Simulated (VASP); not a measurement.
# Si (Immm) in VASP: single point with r2SCAN

Aim: the single point of Si with r2SCAN.

Program: VASP 6.6.1. These are calculated values, not measurements. Logs are shortened: lines on timing, memory, paths and dates and some standing lists are left out, and cuts for length are marked.

## (1) The cell of the first run

It takes space group Immm (No. 71, orthorhombic). Conventional cell: a = 3.844 Å, b = 6.538 Å, c = 6.771 Å, α = 90.00°, β = 90.00°, γ = 90.00°. Within 3.1 Å of Si (site symmetry m) lie 4 Si at 2.34 to 2.42 Å.

## (2) Single point, r2SCAN (strain +0.0175 x Voigt [1, -1, 0, 0, 0, 0])

File POSCAR:

```
Si
1.0
   -3.3855579233      3.2691013853      1.9218805230
    3.3855579233     -3.2691013853      1.9218805230
    3.3855579233      3.2691013853     -1.9218805230
Si
4
Direct
    0.1787531995      0.1787531995      0.3575063991
    0.8212468005      0.8212468005      0.6424936010
    0.1787531995      0.8212468005      0.0000000000
    0.8212468005      0.1787531995      0.0000000000
```

File INCAR.step1:

```
SYSTEM = Si
PREC = Accurate ; ENCUT = 520
ISMEAR = 0 ; SIGMA = 0.05
LREAL = .False. ; LASPH = .True.
NELM = 80 ; NBANDS = 16
GGA = PE ; ALGO = Normal
EDIFF = 1E-4 ; LWAVE = .True.
LCHARG = .False.
```

File INCAR.step2:

```
SYSTEM = Si
PREC = Accurate ; ENCUT = 520
EDIFF = 1E-7 ; ISMEAR = 0
SIGMA = 0.05 ; LREAL = .False.
LASPH = .True. ; NELM = 80
ALGO = Normal ; ISIF = 2
LWAVE = .False. ; LCHARG = .False.
METAGGA = R2SCAN ; LMIXTAU = .True.
NBANDS = 16 ; ISTART = 1
```

File KPOINTS:

```
Automatic mesh
0
Gamma
  10 10 10
  0 0 0
```

Potentials or basis: VASP PAW PBE potentials, release 64 (Si).

Run with:

```
$ cat potpaw_PBE.64/Si/POTCAR > POTCAR
$ cp INCAR.step1 INCAR
$ mpirun -np 1 vasp_std > vasp.out
$ cp INCAR.step2 INCAR
$ mpirun -np 1 vasp_std > vasp.out
```

OUTCAR:

```text
SYSTEM = Si
   PREC = Accurate
   ENCUT = 520
   EDIFF = 1E-7
   ISMEAR = 0
   LREAL = .False.
   LASPH = .True.
   NELM = 80
   ISIF = 2
   METAGGA = R2SCAN
   ISTART = 1

 ion  position               nearest neighbor table
   1  0.179  0.179  0.358-   4 2.34   2 2.34   2 2.34   3 2.42
   2  0.821  0.821  0.642-   3 2.34   1 2.34   1 2.34   4 2.42
   3  0.179  0.821  0.000-   2 2.34   4 2.34   4 2.34   1 2.42
   4  0.821  0.179  0.000-   1 2.34   3 2.34   3 2.34   2 2.42

  LATTYP: Found a body centered orthorhombic cell.
 ALAT       =     3.8437610460
 B/A-ratio  =     1.7009909545
 C/A-ratio  =     1.7615860522

  Lattice vectors:

 A1 = (  -3.3855579233,   3.2691013853,  -1.9218805230)
 A2 = (  -3.3855579233,  -3.2691013853,   1.9218805230)
 A3 = (   3.3855579233,   3.2691013853,   1.9218805230)

Analysis of symmetry for initial positions (statically):
=====================================================================
 Subroutine PRICEL returns:
 Original cell was already a primitive cell.

 Routine SETGRP: Setting up the symmetry group for a
 body centered orthorhombic supercell.

 Subroutine GETGRP returns: Found  8 space group operations
 (whereof  8 operations were pure point group operations)
 out of a pool of  8 trial point group operations.

The static configuration has the point symmetry D_2h.

Analysis of symmetry for dynamics (positions and initial velocities):
=====================================================================
 Subroutine PRICEL returns:
 Original cell was already a primitive cell.

 Routine SETGRP: Setting up the symmetry group for a
 body centered orthorhombic supercell.

 Subroutine GETGRP returns: Found  8 space group operations
 (whereof  8 operations were pure point group operations)
 out of a pool of  8 trial point group operations.

The dynamic configuration has the point symmetry D_2h.

 Subroutine INISYM returns: Found  8 space group operations
 (whereof  8 operations are pure point group operations),
 and found     1 'primitive' translations

----------------------------------------------------------------------------------------

                                     Primitive cell

  volume of cell :      85.0834

  direct lattice vectors                    reciprocal lattice vectors
    -3.385557923  3.269101385  1.921880523     0.000000000  0.152947230  0.260161854
     3.385557923 -3.269101385  1.921880523     0.147686145  0.000000000  0.260161854
     3.385557923  3.269101385 -1.921880523     0.147686145  0.152947230  0.000000000

  length of vectors
     5.083566766  5.083566766  5.083566766     0.301789737  0.299157798  0.212612447

  position of ions in fractional coordinates (direct lattice)
     0.178753200  0.178753200  0.357506399
     0.821246800  0.821246800  0.642493601
     0.178753200  0.821246800  0.000000000
     0.821246800  0.178753200  1.000000000

  ion indices of the primitive-cell ions
   primitive index   ion index
                 1           1
                 2           2
                 3           3
                 4           4

----------------------------------------------------------------------------------------

 KPOINTS: Automatic mesh

Automatic generation of k-mesh.
 Grid dimensions read from file:
 generate k-points for:   10   10   10

 Generating k-lattice:

  Cartesian coordinates                     Fractional coordinates (reciprocal lattice)
     0.000000000  0.015294723  0.026016185     0.100000000  0.000000000  0.000000000
     0.014768615  0.000000000  0.026016185    -0.000000000  0.100000000  0.000000000
     0.014768615  0.015294723  0.000000000    -0.000000000  0.000000000  0.100000000

  Length of vectors
     0.030178974  0.029915780  0.021261245

  Shift w.r.t. Gamma in fractional coordinates (k-lattice)
     0.000000000  0.000000000  0.000000000

 Subroutine IBZKPT returns following result:
 ===========================================

 Found    171 irreducible k-points:

 Following reciprocal coordinates:
            Coordinates               Weight
  0.000000  0.000000  0.000000      1.000000
  0.100000  0.000000 -0.000000      4.000000
  0.200000  0.000000 -0.000000      4.000000
  0.300000 -0.000000  0.000000      4.000000
  0.400000  0.000000 -0.000000      4.000000
  0.500000  0.000000  0.000000      2.000000
[... 16 lines left out ...]
 -0.400000  0.200000  0.000000      8.000000
 -0.300000  0.200000  0.000000      8.000000
 [... further k-points ...]
   k-points           NKPTS =    171   k-points in BZ     NKDIM =    171   number of bands    NBANDS=     16
   number of dos      NEDOS =    301   number of ions     NIONS =      4
   total plane-waves  NPLWV =  64000
   dimension x,y,z NGX =    40 NGY =   40 NGZ =   40
   dimension x,y,z NGXF=    80 NGYF=   80 NGZF=   80
   ions per type =               4
   NGX,Y,Z   is equivalent  to a cutoff of  13.08, 13.08, 13.08 a.u.
   NGXF,Y,Z  is equivalent  to a cutoff of  26.16, 26.16, 26.16 a.u.
 SYSTEM =  Si
   PREC   = accura    normal or accurate (medium, high low for compatibility)
   ISTART =      1    job   : 0-new  1-cont  2-samecut
   ICHARG =      0    charge: 1-file 2-atom 10-const
   ISPIN  =      1    spin polarized calculation?
   LNONCOLLINEAR =      F non collinear calculations
   LSORBIT =      F    spin-orbit coupling
   LASPH  =      T    aspherical Exc in radial PAW
   ENCUT  =  520.0 eV  38.22 Ry    6.18 a.u.   9.45  9.45  9.45*2*pi/ulx,y,z
   NELM   =     80;   NELMIN=  2; NELMDL=  0     # of ELM steps
   EDIFF  = 0.1E-06   stopping-criterion for ELM
   LREAL  =      F    real-space projection
   EDIFFG = 0.1E-05   stopping-criterion for IOM
   NSW    =      0    number of steps for IOM
   IBRION =     -1    ionic relax: 0-MD 1-quasi-New 2-CG
   NFREE  =      0    steps in history (QN), initial steepest desc. (CG)
   ISIF   =      2    stress and relaxation
   ISYM   =      2    0-nonsym 1-usesym 2-fastsym
   POTIM  = 0.5000    time-step for ionic-motion
   TEBEG  =    0.0;   TEEND  =   0.0 temperature during run
   PSTRESS=    0.0 pullay stress
   NELECT =      16.0000    total number of electrons
   NUPDOWN=      -1.0000    fix difference up-down
   EMIN   =  10.00;   EMAX   =-10.00  energy-range for DOS
   EFERMI =   0.00;   METHOD = LEGACY
   ISMEAR =     0;   SIGMA  =   0.05  broadening in eV -4-tet -1-fermi 0-gaus
   EFERMI_NEDOS =   21; number of points for ismear=-14 and -15
   IALGO  =     38    algorithm
   IMIX   =      4    mixing-type and parameters
     AMIX     =   0.40;   BMIX     =  1.00
     AMIX_MAG =   1.60;   BMIX_MAG =  1.00
  volume/ion in A,a.u.               =      21.27       143.54
  Fermi-wavevector in a.u.,A,eV,Ry     =   0.937921  1.772415 11.969001  0.879697
  Thomas-Fermi vector in A             =   2.065081
   LORBIT       =      0    0 simple, 1 ext, 2 COOP (PROOUT), +10 PAW based schemes
   METAGGA = R2SCAN    functional components
   LHFCALC =     F    Hartree Fock is set to
   AEXX    =    0.0000 exact exchange contribution
   IVDW    =     0    specifies the selected vdW correction
   LEPSILON=     F    determine dielectric tensor
   LRPA    =     F    only Hartree local field effects (RPA)
 non-spin polarized calculation
 Gauss-broadening in eV      SIGMA  =   0.05
  energy-cutoff  :      520.00
  volume of cell :       85.08
 maximum number of plane-waves:      2317
 NGX is ok and might be reduce to    40
   NGX = 19   NGY = 19   NGZ = 19

 number of electron      16.0000000 magnetization

 Free energy of the ion-electron system (eV)
  ---------------------------------------------------
  ext. energy  EPLUGINS =         0.00000000
  ---------------------------------------------------
  free energy    TOTEN  =       -34.59828918 eV

  energy without entropy =      -34.59828918  energy(sigma->0) =      -34.59828918

 E-fermi :   5.6487     XC(G=0):  -9.5311

 val. band max:        5.4564885175   @ k =   0.5000   0.5000   0.5000
 cond. band min:       5.8483266835   @ k =  -0.1000  -0.2000   0.1000
 fundamental gap:      0.3918381660
 Fermi energy:         5.6487402112

 k-point     1 :       0.0000    0.0000    0.0000
  band No.  band energies     occupation
      1      -7.2672      2.00000
      2      -2.7989      2.00000
      3      -0.6455      2.00000
      4      -0.2366      2.00000
      5       1.4188      2.00000
      6       3.6626      2.00000
[... 8 lines left out ...]
     15      11.1482      0.00000
     16      12.8641      0.00000

 k-point     2 :       0.1000    0.0000   -0.0000
  band No.  band energies     occupation
      1      -7.1496      2.00000
      2      -2.8469      2.00000
      3      -0.4537      2.00000
      4      -0.4078      2.00000
      5       1.5393      2.00000
      6       3.1399      2.00000
[... 8 lines left out ...]
     15      10.7090      0.00000
     16      13.4511      0.00000

 k-point     3 :       0.2000    0.0000   -0.0000
  band No.  band energies     occupation
      1      -6.8029      2.00000
      2      -2.9042      2.00000
      3      -0.8759      2.00000
      4      -0.1344      2.00000
      5       1.7192      2.00000
      6       2.1655      2.00000
[... 8 lines left out ...]
     15      11.2804      0.00000
     16      12.7991      0.00000

 k-point     4 :       0.3000   -0.0000    0.0000
  band No.  band energies     occupation
      1      -6.2527      2.00000
      2      -2.8627      2.00000
      3      -1.6530      2.00000
      4      -0.3027      2.00000
      5       1.2875      2.00000
      6       1.8676      2.00000
[... 8 lines left out ...]
     15      12.1562      0.00000
     16      12.3254      0.00000
[... 324 lines left out ...]
 k-point    22 :       0.5000    0.2000   -0.0000
  band No.  band energies     occupation
      1      -5.7544      2.00000
      2      -3.8736      2.00000
      3      -2.0066      2.00000
      4       0.0486      2.00000
      5       0.9966      2.00000
      6       2.4775      2.00000
[... 8 lines left out ...]
     15      12.0873      0.00000
     16      12.4774      0.00000

 k-point    23 :      -0.4000    0.2000    0.0000
  band No.  band energies     occupation
      1      -6.3603      2.00000
      2      -4.0016      2.00000
      3      -1.2530      2.00000
      4       0.4621      2.00000
      5       1.7339      2.00000
      6       2.5406      2.00000
[... 8 lines left out ...]
     15      11.5260      0.00000
     16      12.0747      0.00000

 k-point    24 :      -0.3000    0.2000    0.0000
  band No.  band energies     occupation
      1      -6.8059      2.00000
      2      -3.9133      2.00000
      3      -0.6901      2.00000
      4       0.1732      2.00000
      5       2.7038      2.00000
      6       2.8712      2.00000
[... 8 lines left out ...]
     15      11.8160      0.00000
     16      12.4865      0.00000

 [... further k-points ...]

------------------------ aborting loop because EDIFF is reached ----------------------------------------

  FORCE on cell =-STRESS in cart. coord.  units (eV):
  Direction    XX          YY          ZZ          XY          YZ          ZX
  --------------------------------------------------------------------------------------
  -------------------------------------------------------------------------------------
  Total       -1.7993290      1.8445458     -0.1207673      0.0000000     -0.0000000      0.0000000
  in kB      -33.8825547     34.7340167     -2.2741276      0.0000000     -0.0000000      0.0000000
  external PRESSURE =      -0.4742219 kB  Pullay stress =       0.0000000 kB

 VOLUME and BASIS-vectors are now :
 -----------------------------------------------------------------------------
  energy-cutoff  :      520.00
  volume of cell :       85.08
      direct lattice vectors                 reciprocal lattice vectors
    -3.385557923  3.269101385  1.921880523     0.000000000  0.152947230  0.260161854
     3.385557923 -3.269101385  1.921880523     0.147686145  0.000000000  0.260161854
     3.385557923  3.269101385 -1.921880523     0.147686145  0.152947230  0.000000000

 POSITION                                       TOTAL-FORCE (eV/Angst)
 -----------------------------------------------------------------------------------
      1.21036      1.16872     -0.00000        -0.244283      0.305519      0.000000
      2.17520      2.10038      1.92188         0.244283     -0.305519     -0.000000
      2.17520     -2.10038      1.92188         0.244283      0.305519     -0.000000
     -2.17520      2.10038      1.92188        -0.244283     -0.305519     -0.000000
 -----------------------------------------------------------------------------------
    total drift:                               -0.000000     -0.000000      0.000000

  FREE ENERGIE OF THE ION-ELECTRON SYSTEM (eV)
  ---------------------------------------------------
  free  energy   TOTEN  =       -34.5982891847 eV

  energy  without entropy=      -34.5982891846  energy(sigma->0) =      -34.59828918
```

It took 24 min on 1 thread of Intel Xeon 8259CL, shared host; peak memory 0.36 GiB.

What came out:

```
Free energy            : -34.5983 eV
Pressure               : 0.0 GPa
Largest force          : 0.391 eV/Å
Band gap on the k mesh : 0.39 eV (least direct gap 0.50 eV)
```

Forces on the atoms (eV/Å):
```
Si  -0.244  0.306  0.000
Si   0.244 -0.306  0.000
Si   0.244  0.306  0.000
Si  -0.244 -0.306  0.000
```

Levels at points of the mesh, in eV from the valence-band top:
| k point | band 5 | band 6 | band 7 | band 8 | band 9 | band 10 | band 11 | band 12 |
| --- | --- | --- | --- | --- | --- | --- | --- | --- |
| (0.00, 0.00, 0.00) | -4.04 | -1.79 | -1.55 | -0.70 | 1.37 | 1.48 | 2.18 | 2.30 |
| (0.50, 0.00, 0.00) | -4.61 | -3.61 | -2.52 | -1.65 | 1.11 | 2.63 | 3.24 | 3.76 |
| (0.00, 0.50, 0.00) | -4.71 | -3.81 | -2.69 | -1.55 | 0.78 | 2.55 | 3.17 | 3.58 |
| (0.50, 0.50, 0.00) | -3.08 | -2.21 | -2.04 | -1.81 | 1.81 | 2.07 | 2.09 | 4.25 |
| (0.50, 0.50, 0.50) | -3.20 | -0.33 | -0.19 | 0.00 | 0.50 | 3.43 | 3.89 | 4.28 |

Caveat: the cell differs from its parent crystal (strain +0.0175 x Voigt [1, -1, 0, 0, 0, 0]); the stress differs along the axes, from -3 to 3 GPa; the PAW data sets were made with another functional, which shifts forces and pressure a little.
